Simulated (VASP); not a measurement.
Runs of VASP 6.6.1 on Se. The structure is that of space group R-3m (No. 166), or close to it. The cells are those of the table. 

```tsv
cell	gap on the mesh (eV)	pressure (GPa)
a = 2.438 Å, angles 107.2°, 1 atom	none	119.5
a = 2.391 Å, angles 107.2°, 1 atom	none	(a)
a = 2.415 Å, angles 107.2°, 1 atom	none	134.8
a = 2.367 Å, angles 107.2°, 1 atom	none	171.6
```

Alike in all rows: task single point; level PBEsol; potentials or basis VASP PAW PBE potentials, release 64 (Se); no spin polarisation; k mesh 13 × 13 × 13; cutoff (eV) 520; smearing fermi-dirac 0.02 eV.

Fill in the values left out.

(a) 151.9.

Caveats: the PAW data sets were made with another functional, which shifts forces and pressure a little.

A k mesh can miss the band edges, and the runs leave out spin-orbit coupling on Se.

A gap of «none» marks levels without a gap at the run's occupations.
